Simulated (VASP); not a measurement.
In, 4 atoms in the cell. It takes space group P6_3/mmc (No. 194, hexagonal). The conventional cell has a = 3.272 Å, b = 3.272 Å, c = 10.504 Å, α = 90.00°, β = 90.00°, γ = 120.00°. In (site symmetry -3m) has 12 In at 3.23 to 3.27 Å within 4.3 Å. In (site symmetry -6m2) has 12 In at 3.23 to 3.27 Å within 4.3 Å. This isn't the form of In at room conditions, which is tetragonal.

* Program: VASP 6.6.1
* Task: single point
* Functional: r2SCAN
* Potentials or basis: VASP PAW PBE potentials, release 64 (In_d)
* Cutoff: 520 eV
* k mesh: 8 × 8 × 3
* Occupations: methfessel-paxton, width 0.15 eV
* Spin: no spin polarisation
* Dipole correction: no
* Further INCAR settings: ALGO = Normal; EDIFF = 1e-06; NBANDS = 34

Potentials or basis: VASP PAW PBE potentials, release 64 (In_d).

Command:

```console
$ cat potpaw_PBE.64/In_d/POTCAR > POTCAR
$ cp INCAR.step1 INCAR
$ mpirun -np 1 vasp_std > vasp.out
$ cp INCAR.step2 INCAR
$ mpirun -np 1 vasp_std > vasp.out
```

Hardware: 1 thread of Intel Xeon 8259CL, on a shared host.

Problem. Estimate the wall time of this run.

Solution. Run time: 3.1 min on 1 thread of Intel Xeon 8259CL (shared host), peak memory 0.23 GiB. Counts: k points 20.
